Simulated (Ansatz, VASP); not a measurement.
# Two plane-wave programs on Ga2O3

```xyz
10
Lattice="6.1070 -1.5186 0.0000 6.1070 1.5186 0.0000 -1.3860 0.0000 5.6300" Properties=species:S:1:pos:R:3 pbc="T T T"
Ga    3.2184    0.0000    3.8621
Ga    7.6096    0.0000    1.7679
Ga   10.8240    0.0000    1.1564
Ga    0.0041    0.0000    4.4736
O     5.1267    0.0000    4.1853
O     5.7013    0.0000    1.4447
O     9.4919    0.0000    2.4592
O     1.3361    0.0000    3.1708
O     8.9710    0.0000    5.0118
O     1.8570    0.0000    0.6182
```

Alike in both runs: functional b88 exchange, pbe correlation; k mesh 9 × 9 × 5; occupations fermi-dirac, width 0.05 eV; no spin polarisation.

|  | VASP | Ansatz |
| --- | --- | --- |
| version | VASP 6.6.1 | Ansatz 0.2.0 |
| potentials or method | VASP PAW PBE potentials, release 64 (Ga_d, O) | Ansatz PAW |
| plane-wave cutoff (eV) | 600 | 420 |
| valence electrons in the cell | 88 | 88 |
| task | single point | band structure |

|  | VASP | Ansatz | Ansatz less VASP |
| --- | --- | --- | --- |
| gap on the k mesh at the Fermi level (eV) | 2.44 | 2.44 | +0.003 |
| least direct gap on the mesh (eV) | 2.46 | 2.46 | +0.001 |
| pressure (GPa) | 9.3 | 9.0 | -0.31 |
| traceless stress, the component that is largest in VASP (GPa) | 0.72 | 0.61 | -0.114 |
| rms of the force components (eV/Å) | 0.081 | 0.077 | -0.0046 |

VASP's potentials were made for PBE, not for b88 exchange, pbe correlation. Atom by atom the forces differ by 0.008 eV/Å (rms over components).
